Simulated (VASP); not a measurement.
A run of VASP 6.6.1 is set up as follows.

Contents of POSCAR:

```
CdF2
1.0
    0.0000000000      2.6940000000      2.6940000000
    2.6940000000      0.0000000000      2.6940000000
    2.6940000000      2.6940000000      0.0000000000
Cd F
1 2
Direct
    0.0080366129      0.0080366129      0.0080366129
    0.2500000000      0.2500000000      0.2500000000
    0.7500000000      0.7500000000      0.7500000000
```

File INCAR.step1:

```
SYSTEM = CdF2
PREC = Accurate ; ENCUT = 520
ISMEAR = 0 ; SIGMA = 0.05
LREAL = .False. ; LASPH = .True.
NELM = 100 ; NBANDS = 20
GGA = PE ; ALGO = Normal
EDIFF = 1E-4 ; LWAVE = .True.
LCHARG = .False.
```

INCAR.step2

```
SYSTEM = CdF2
PREC = Accurate ; ENCUT = 520
EDIFF = 1E-6 ; ISMEAR = 0
SIGMA = 0.05 ; LREAL = .False.
LASPH = .True. ; NELM = 100
ALGO = Normal ; ISIF = 2
LWAVE = .False. ; LCHARG = .False.
METAGGA = R2SCAN ; LMIXTAU = .True.
NBANDS = 20 ; ISTART = 1
```

KPOINTS

```
Automatic mesh
0
Gamma
  8 8 8
  0 0 0
```

Potentials or basis: VASP PAW PBE potentials, release 64 (Cd, F).

Run with:

```bash
$ cat potpaw_PBE.64/Cd/POTCAR potpaw_PBE.64/F/POTCAR > POTCAR
$ cp INCAR.step1 INCAR
$ mpirun -np 1 vasp_std > vasp.out
$ cp INCAR.step2 INCAR
$ mpirun -np 1 vasp_std > vasp.out
```

Question: Predict the pressure.

Answer: 1.4 GPa.

Question: Estimate the band gap on the k mesh.

Answer: 3.76 eV (least direct gap 4.26 eV).

Question: Estimate the largest force.

Answer: 0.456 eV/Å.

Stress tensor (GPa, compression positive):
```
1.36 0.22 0.22
0.22 1.36 0.22
0.22 0.22 1.36
```

Caveat: the cell differs from its parent crystal (all Cd atoms moved +0.075 Å, as atom 1 along Cartesian [1 1 1]); the PAW data sets were made with another functional, which shifts forces and pressure a little. A k mesh can miss the band edges.
